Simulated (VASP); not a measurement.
BN: single point with PBE+D3(BJ)

The system is BN.

```xyz
4
Lattice="2.5064 0.0000 0.0000 -1.2532 2.1706 0.0000 0.0000 0.0000 6.6168" Properties=species:S:1:pos:R:3 pbc="T T T"
B     0.0000    1.4471    1.6542
B     1.2532    0.7235    4.9626
N     0.0000    1.4471    4.6626
N     1.2532    0.7235    1.6542
```

This cell differs from its parent crystal: atom 3 (N) moved by (+0.000, -0.300) A along y and z.

```yaml
Program: VASP 6.6.1
Task: single point
Functional: PBE
Dispersion: D3(BJ)
Potentials_or_basis: VASP PAW PBE potentials, release 64 (B, N)
Cutoff: 520 eV
k_mesh: 12 × 12 × 4
Occupations: gaussian, width 0.05 eV
Spin: no spin polarisation
```

- Pressure: -2.6 GPa
- Largest force: 4.161 eV/Å
- Band gap on the k mesh: 3.81 eV, indirect (least direct gap 4.15 eV)
- Dispersion energy per atom: -0.142 eV

Forces on the atoms (eV/Å):
```
B    0.000  0.000  0.223
B    0.000  0.000 -4.024
N    0.000  0.000  4.161
N    0.000  0.000 -0.360
```

Stress tensor (GPa, compression positive):
```
-0.89  0.00  0.00
 0.00 -0.89  0.00
 0.00  0.00 -5.98
```

Levels at points of the mesh, in eV from the valence-band top:
| k point | band 6 | band 7 | band 8 | band 9 | band 10 | band 11 |
| --- | --- | --- | --- | --- | --- | --- |
| (0.00, 0.00, 0.00) | -1.31 | -0.74 | -0.74 | 4.18 | 10.64 | 11.43 |
| (0.50, 0.00, 0.00) | -3.51 | -1.52 | -0.42 | 3.81 | 5.35 | 9.35 |
| (0.00, 0.00, 0.50) | -1.31 | -0.74 | -0.74 | 5.61 | 8.61 | 11.46 |
| (0.50, 0.00, 0.50) | -3.52 | -1.06 | -0.84 | 4.00 | 4.74 | 9.67 |

It took 33 s on 1 thread of Intel(R) Xeon(R) Platinum 8259CL CPU @ 2.50GHz (Skylake/Cascade Lake) (shared host), peak memory 0.18 GiB.

Caveat: the cell differs from its parent crystal (atom 3 (N) moved by (+0.000, -0.300) A along y and z); forces of over 1 eV/Å act on the atoms, so gaps and moduli don't describe the material at rest. A k mesh can miss the band edges.
